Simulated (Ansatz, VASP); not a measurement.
Mg in VASP and in Ansatz

```
CELL_PARAMETERS angstrom
0.00000 3.04229 3.04229
3.04229 0.00000 3.04229
3.04229 3.04229 0.00000
ATOMIC_POSITIONS crystal
Mg 0.87500 0.87500 0.87500
Mg 0.12500 0.12500 0.12500
```

Change from the starting cell: volume scaled by 0.75, LAPW.

Alike in both runs: task single point; functional LDA; k mesh 12 × 12 × 12; occupations fermi-dirac, width 0.08 eV; no spin polarisation.

|  | VASP | Ansatz |
| --- | --- | --- |
| version | VASP 6.6.1 | Ansatz 0.2.0 |
| potentials or method | VASP PAW LDA potentials, release 64 (Mg), cutoff 520 eV | all-electron LAPW, scalar-relativistic |

```csv
,VASP,Ansatz,Ansatz less VASP
pressure (GPa),6.3,6.4,+0.11
```

LDA's correlation is that of Perdew and Zunger in VASP and of Perdew and Wang (1992) in Ansatz. Ansatz ran all-electron here, and VASP with PAW potentials.
